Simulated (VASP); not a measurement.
# Sc (P6_3/mmc) in VASP: a series of runs, part 2 of 3

VASP 6.6.1. Earlier steps stand in the parts before.

## 3. Single point, r2SCAN

This run uses another cell than the first one, of 24.00 Å³/atom.

Contents of POSCAR:

```
Sc
1.0
    3.2642783016      0.0000000000      0.0000000000
   -1.6321391508      2.8269478739      0.0000000000
    0.0000000000      0.0000000000      5.2020304526
Sc
2
Direct
    0.3333333333      0.6666666667      0.2500000000
    0.6666666667      0.3333333333      0.7500000000
```

Contents of INCAR.step1:

```
ALGO = Normal
EDIFF = 1E-4
ENCUT = 520
GGA = PE
ISMEAR = -1
LASPH = T
LCHARG = F
LREAL = F
LWAVE = T
NBANDS = 18
NELM = 60
PREC = Accurate
SIGMA = 0.1
```

Contents of INCAR.step2:

```
ALGO = Normal
EDIFF = 1E-7
ENCUT = 520
ISIF = 2
ISMEAR = -1
ISTART = 1
LASPH = T
LCHARG = F
LMIXTAU = T
LREAL = F
LWAVE = F
METAGGA = R2SCAN
NBANDS = 18
NELM = 60
PREC = Accurate
SIGMA = 0.1
```

Contents of KPOINTS:

```
k-points
0
Gamma
  10 10 6
```

Potentials or basis: VASP PAW PBE potentials, release 64 (Sc_sv).

The run is started by

```sh
> cat potpaw_PBE.64/Sc_sv/POTCAR > POTCAR
> cp INCAR.step1 INCAR
> mpirun -np 1 vasp_std > vasp.out
> cp INCAR.step2 INCAR
> mpirun -np 1 vasp_std > vasp.out
```

It took 1.8 min on 1 thread of AMD EPYC 9R45 (Zen 5), shared host; peak memory 0.16 GiB.

Results (log left out):

```yaml
Free_energy: -22.7539 eV
Pressure: 2.7 GPa
Band_gap_on_the_k_mesh: zero (bands 11 and 12 overlap by 1.53 eV)
```

Stress tensor (GPa, compression positive):
```
3.21 0.00 0.00
0.00 3.21 0.00
0.00 0.00 1.62
```

Levels at points of the mesh, in eV from the Fermi level:
| k point | band 9 | band 10 | band 11 | band 12 | band 13 | band 14 |
| --- | --- | --- | --- | --- | --- | --- |
| (0.00, 0.00, 0.00) | -5.56 | -1.77 | 0.34 | 1.87 | 1.87 | 2.00 |
| (0.50, 0.00, 0.00) | -1.70 | -1.14 | -0.75 | -0.36 | 1.38 | 1.67 |
| (0.00, 0.00, 0.50) | -3.95 | -3.95 | 1.03 | 1.03 | 1.81 | 1.81 |
| (0.50, 0.00, 0.50) | -1.57 | -1.57 | 0.04 | 0.04 | 1.36 | 1.36 |

Caveat: the PAW data sets were made with another functional, which shifts forces and pressure a little.

## 4. Single point, r2SCAN

This run uses another cell than the first one, of 24.50 Å³/atom.

Contents of POSCAR:

```
Sc
1.0
    3.2867912771      0.0000000000      0.0000000000
   -1.6433956386      2.8464446822      0.0000000000
    0.0000000000      0.0000000000      5.2379076584
Sc
2
Direct
    0.3333333333      0.6666666667      0.2500000000
    0.6666666667      0.3333333333      0.7500000000
```

Contents of INCAR.step1:

```
SYSTEM = Sc
ALGO = Normal
EDIFF = 1E-4
ENCUT = 520
GGA = PE
ISMEAR = -1
LASPH = .TRUE.
LCHARG = .FALSE.
LREAL = .FALSE.
LWAVE = .TRUE.
NBANDS = 18
NELM = 100
PREC = Accurate
SIGMA = 0.1
```

Contents of INCAR.step2:

```
SYSTEM = Sc
ALGO = Normal
EDIFF = 1E-7
ENCUT = 520
ISIF = 2
ISMEAR = -1
ISTART = 1
LASPH = .TRUE.
LCHARG = .FALSE.
LMIXTAU = .TRUE.
LREAL = .FALSE.
LWAVE = .FALSE.
METAGGA = R2SCAN
NBANDS = 18
NELM = 100
PREC = Accurate
SIGMA = 0.1
```

Contents of KPOINTS:

```
k-points
0
G
  10 10 6
  0 0 0
```

Potentials or basis: VASP PAW PBE potentials, release 64 (Sc_sv).

The run is started by

```sh
> cat potpaw_PBE.64/Sc_sv/POTCAR > POTCAR
> cp INCAR.step1 INCAR
> mpirun -np 1 vasp_std > vasp.out
> cp INCAR.step2 INCAR
> mpirun -np 1 vasp_std > vasp.out
```

OUTCAR:

```text
SYSTEM = Sc
   EDIFF = 1E-7
   ENCUT = 520
   ISIF = 2
   ISMEAR = -1
   ISTART = 1
   LASPH = .TRUE.
   LREAL = .FALSE.
   METAGGA = R2SCAN
   NELM = 100
   PREC = Accurate

 ion  position               nearest neighbor table
   1  0.333  0.667  0.250-   2 3.23   2 3.23   2 3.23   2 3.23   2 3.23   2 3.23
   2  0.667  0.333  0.750-   1 3.23   1 3.23   1 3.23   1 3.23   1 3.23   1 3.23

  LATTYP: Found a hexagonal cell.
 ALAT       =     3.2867912771
 C/A-ratio  =     1.5936234512

  Lattice vectors:

 A1 = (   3.2867912771,   0.0000000000,   0.0000000000)
 A2 = (  -1.6433956386,   2.8464446822,   0.0000000000)
 A3 = (   0.0000000000,   0.0000000000,   5.2379076584)

Analysis of symmetry for initial positions (statically):
=====================================================================
 Subroutine PRICEL returns:
 Original cell was already a primitive cell.

 Routine SETGRP: Setting up the symmetry group for a
 hexagonal supercell.

 Subroutine GETGRP returns: Found 24 space group operations
 (whereof 12 operations were pure point group operations)
 out of a pool of 24 trial point group operations.

The static configuration has the point symmetry D_3d.
 The point group associated with its full space group is D_6h.

Analysis of symmetry for dynamics (positions and initial velocities):
=====================================================================
 Subroutine PRICEL returns:
 Original cell was already a primitive cell.

 Routine SETGRP: Setting up the symmetry group for a
 hexagonal supercell.

 Subroutine GETGRP returns: Found 24 space group operations
 (whereof 12 operations were pure point group operations)
 out of a pool of 24 trial point group operations.

The dynamic configuration has the point symmetry D_3d.
 The point group associated with its full space group is D_6h.

 Subroutine INISYM returns: Found 24 space group operations
 (whereof 12 operations are pure point group operations),
 and found     1 'primitive' translations

----------------------------------------------------------------------------------------

                                     Primitive cell

  volume of cell :      49.0041

  direct lattice vectors                    reciprocal lattice vectors
     3.286791277  0.000000000  0.000000000     0.304248100  0.175657726  0.000000000
    -1.643395639  2.846444682  0.000000000     0.000000000  0.351315452  0.000000000
     0.000000000  0.000000000  5.237907658     0.000000000  0.000000000  0.190915928

  length of vectors
     3.286791277  3.286791225  5.237907658     0.351315446  0.351315452  0.190915928

  position of ions in fractional coordinates (direct lattice)
     0.333333333  0.666666667  0.250000000
     0.666666667  0.333333333  0.750000000

  ion indices of the primitive-cell ions
   primitive index   ion index
                 1           1
                 2           2

----------------------------------------------------------------------------------------

 KPOINTS: k-points

Automatic generation of k-mesh.
 Grid dimensions read from file:
 generate k-points for:   10   10    6

 Generating k-lattice:

  Cartesian coordinates                     Fractional coordinates (reciprocal lattice)
     0.030424810  0.017565773  0.000000000     0.100000000  0.000000000  0.000000000
     0.000000000  0.035131545  0.000000000     0.000000000  0.100000000  0.000000000
     0.000000000  0.000000000  0.031819321     0.000000000  0.000000000  0.166666667

  Length of vectors
     0.035131545  0.035131545  0.031819321

  Shift w.r.t. Gamma in fractional coordinates (k-lattice)
     0.000000000  0.000000000  0.000000000

 Subroutine IBZKPT returns following result:
 ===========================================

 Found     56 irreducible k-points:

 Following reciprocal coordinates:
            Coordinates               Weight
  0.000000  0.000000  0.000000      1.000000
  0.100000  0.000000  0.000000      6.000000
  0.200000  0.000000  0.000000      6.000000
  0.300000  0.000000  0.000000      6.000000
  0.400000  0.000000  0.000000      6.000000
  0.500000  0.000000  0.000000      3.000000
[... 16 lines left out ...]
  0.300000  0.100000  0.166667     24.000000
  0.400000  0.100000  0.166667     24.000000
 [... further k-points ...]
   k-points           NKPTS =     56   k-points in BZ     NKDIM =     56   number of bands    NBANDS=     18
   number of dos      NEDOS =    301   number of ions     NIONS =      2
   total plane-waves  NPLWV =  23040
   dimension x,y,z NGX =    24 NGY =   24 NGZ =   40
   dimension x,y,z NGXF=    48 NGYF=   48 NGZF=   80
   ions per type =               2
   NGX,Y,Z   is equivalent  to a cutoff of  12.14, 12.14, 12.70 a.u.
   NGXF,Y,Z  is equivalent  to a cutoff of  24.28, 24.28, 25.39 a.u.
 SYSTEM =  Sc
   PREC   = accura    normal or accurate (medium, high low for compatibility)
   ISTART =      1    job   : 0-new  1-cont  2-samecut
   ICHARG =      0    charge: 1-file 2-atom 10-const
   ISPIN  =      1    spin polarized calculation?
   LNONCOLLINEAR =      F non collinear calculations
   LSORBIT =      F    spin-orbit coupling
   LASPH  =      T    aspherical Exc in radial PAW
   ENCUT  =  520.0 eV  38.22 Ry    6.18 a.u.   6.11  6.11  9.74*2*pi/ulx,y,z
   NELM   =    100;   NELMIN=  2; NELMDL=  0     # of ELM steps
   EDIFF  = 0.1E-06   stopping-criterion for ELM
   LREAL  =      F    real-space projection
   EDIFFG = 0.1E-05   stopping-criterion for IOM
   NSW    =      0    number of steps for IOM
   IBRION =     -1    ionic relax: 0-MD 1-quasi-New 2-CG
   NFREE  =      0    steps in history (QN), initial steepest desc. (CG)
   ISIF   =      2    stress and relaxation
   ISYM   =      2    0-nonsym 1-usesym 2-fastsym
   POTIM  = 0.5000    time-step for ionic-motion
   TEBEG  =    0.0;   TEEND  =   0.0 temperature during run
   PSTRESS=    0.0 pullay stress
   NELECT =      22.0000    total number of electrons
   NUPDOWN=      -1.0000    fix difference up-down
   EMIN   =  10.00;   EMAX   =-10.00  energy-range for DOS
   EFERMI =   0.00;   METHOD = LEGACY
   ISMEAR =    -1;   SIGMA  =   0.10  broadening in eV -4-tet -1-fermi 0-gaus
   EFERMI_NEDOS =   21; number of points for ismear=-14 and -15
   IALGO  =     38    algorithm
   IMIX   =      4    mixing-type and parameters
     AMIX     =   0.40;   BMIX     =  1.00
     AMIX_MAG =   1.60;   BMIX_MAG =  1.00
  volume/ion in A,a.u.               =      24.50       165.35
  Fermi-wavevector in a.u.,A,eV,Ry     =   1.253540  2.368847 21.379681  1.571362
  Thomas-Fermi vector in A             =   2.387388
   LORBIT       =      0    0 simple, 1 ext, 2 COOP (PROOUT), +10 PAW based schemes
   METAGGA = R2SCAN    functional components
   LHFCALC =     F    Hartree Fock is set to
   AEXX    =    0.0000 exact exchange contribution
   IVDW    =     0    specifies the selected vdW correction
   LEPSILON=     F    determine dielectric tensor
   LRPA    =     F    only Hartree local field effects (RPA)
 non-spin polarized calculation
  energy-cutoff  :      520.00
  volume of cell :       49.00
 maximum number of plane-waves:      1337
   NGX = 13   NGY = 13   NGZ = 19

 number of electron      22.0000001 magnetization

 Free energy of the ion-electron system (eV)
  ---------------------------------------------------
  ext. energy  EPLUGINS =         0.00000000
  ---------------------------------------------------
  free energy    TOTEN  =       -22.76688989 eV

  energy without entropy =      -22.64574283  energy(sigma->0) =      -22.70631636

 E-fermi :   3.7609     XC(G=0): -10.6314

 val. band max:        3.7332654067   @ k =   0.2000   0.2000   0.0000
 cond. band min:       3.7696254744   @ k =   0.2000   0.2000   0.3333
 fundamental gap:      0.0363600676
 Fermi energy:         3.7608972231

 k-point     1 :       0.0000    0.0000    0.0000
  band No.  band energies     occupation
      1     -47.7401      2.00000
      2     -47.6702      2.00000
      3     -25.6051      2.00000
      4     -25.2327      2.00000
      5     -25.2327      2.00000
      6     -25.1712      2.00000
[... 10 lines left out ...]
     17       6.4532      0.00000
     18       6.4533      0.00000
[... 463 lines left out ...]
 k-point    24 :       0.4000    0.1000    0.1667
  band No.  band energies     occupation
      1     -47.6770      2.00000
      2     -47.6572      2.00000
      3     -25.5392      2.00000
      4     -25.4719      2.00000
      5     -25.3819      2.00000
      6     -25.3248      2.00000
[... 10 lines left out ...]
     17       7.7746      0.00000
     18       7.9512      0.00000

 [... further k-points ...]

------------------------ aborting loop because EDIFF is reached ----------------------------------------

  FORCE on cell =-STRESS in cart. coord.  units (eV):
  Direction    XX          YY          ZZ          XY          YZ          ZX
  --------------------------------------------------------------------------------------
  -------------------------------------------------------------------------------------
  Total        0.5739874      0.5739874      0.1476841     -0.0000000      0.0000000      0.0000000
  in kB       18.7663688     18.7663680      4.8284919     -0.0000000      0.0000000      0.0000000
  external PRESSURE =      14.1204096 kB  Pullay stress =       0.0000000 kB

 VOLUME and BASIS-vectors are now :
 -----------------------------------------------------------------------------
  energy-cutoff  :      520.00
  volume of cell :       49.00
      direct lattice vectors                 reciprocal lattice vectors
     3.286791277  0.000000000  0.000000000     0.304248100  0.175657726  0.000000000
    -1.643395639  2.846444682  0.000000000     0.000000000  0.351315452  0.000000000
     0.000000000  0.000000000  5.237907658     0.000000000  0.000000000  0.190915928

 POSITION                                       TOTAL-FORCE (eV/Angst)
 -----------------------------------------------------------------------------------
     -0.00000      1.89763      1.30948        -0.000000     -0.000000      0.000000
      1.64340      0.94881      3.92843         0.000000      0.000000     -0.000000
 -----------------------------------------------------------------------------------
    total drift:                               -0.000000      0.000000     -0.000000

  FREE ENERGIE OF THE ION-ELECTRON SYSTEM (eV)
  ---------------------------------------------------
  free  energy   TOTEN  =       -22.7668898860 eV

  energy  without entropy=      -22.6457428268  energy(sigma->0) =      -22.70631636
```

OUTCAR.step1:

```text
SYSTEM = Sc
   EDIFF = 1E-4
   ENCUT = 520
   GGA = PE
   ISMEAR = -1
   LASPH = .TRUE.
   LREAL = .FALSE.
[... 726 lines left out ...]
     -0.00000      1.89763      1.30948         0.000000      0.000000      0.000000
      1.64340      0.94881      3.92843        -0.000000     -0.000000      0.000000
 -----------------------------------------------------------------------------------
    total drift:                               -0.000000      0.000000     -0.000000

  FREE ENERGIE OF THE ION-ELECTRON SYSTEM (eV)
  ---------------------------------------------------
  free  energy   TOTEN  =       -12.5597317129 eV

  energy  without entropy=      -12.4316885460  energy(sigma->0) =      -12.49571013
```

Run time: 1.7 min. Hardware: 1 thread of AMD EPYC 9R45 (Zen 5), shared host; peak memory 0.16 GiB.

What came out:

```
Free energy            : -22.7669 eV
Pressure               : 1.4 GPa
Band gap on the k mesh : zero (bands 11 and 12 overlap by 1.49 eV)
```

Levels at points of the mesh, in eV from the Fermi level:
```tsv
k point	band 9	band 10	band 11	band 12	band 13	band 14
(0.00, 0.00, 0.00)	-5.52	-1.75	0.29	1.84	1.84	1.97
(0.50, 0.00, 0.00)	-1.69	-1.12	-0.72	-0.36	1.35	1.64
(0.00, 0.00, 0.50)	-3.93	-3.93	1.02	1.02	1.78	1.78
(0.50, 0.00, 0.50)	-1.54	-1.54	0.03	0.03	1.32	1.32
```

Caveat: the PAW data sets were made with another functional, which shifts forces and pressure a little.

(Part 2 of 3 ends here.)
